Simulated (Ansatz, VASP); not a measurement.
**ScB2: VASP beside Ansatz**

```
Sc B
1.0
     3.08570    0.00000    0.00000
    -1.54285    2.67229    0.00000
     0.00000    0.00000    3.44814
Sc B
1 2
Cartesian
  0.0000 0.0000 0.0000
  0.0000 1.7815 1.7241
  1.5428 0.8908 1.7241
```

Change from the starting cell: volume scaled by 0.94, crystal datasets.

Alike in both runs: task electric field gradients; functional PBEsol; k mesh 12 × 12 × 9; occupations fermi-dirac, width 0.03 eV; no spin polarisation.

```csv
,VASP,Ansatz
version,VASP 6.6.1,Ansatz 0.2.0
potentials or method,"VASP PAW PBE potentials, release 64 (Sc_sv, B), cutoff 520 eV","all-electron PAW with datasets made for the crystal, scalar-relativistic"
```

|  | VASP | Ansatz | Ansatz less VASP |
| --- | --- | --- | --- |
| pressure (GPa) | 8.5 | 7.9 | -0.65 |
| traceless stress, the component that is largest in VASP (GPa) | -1.42 | -1.46 | -0.039 |
| size of Vzz on the site where it differs most (V/Å²) | 7.2 | 5.8 | -1.41 |

VASP's potentials were made for PBE, not for PBEsol. Ansatz ran all-electron here, and VASP with PAW potentials.
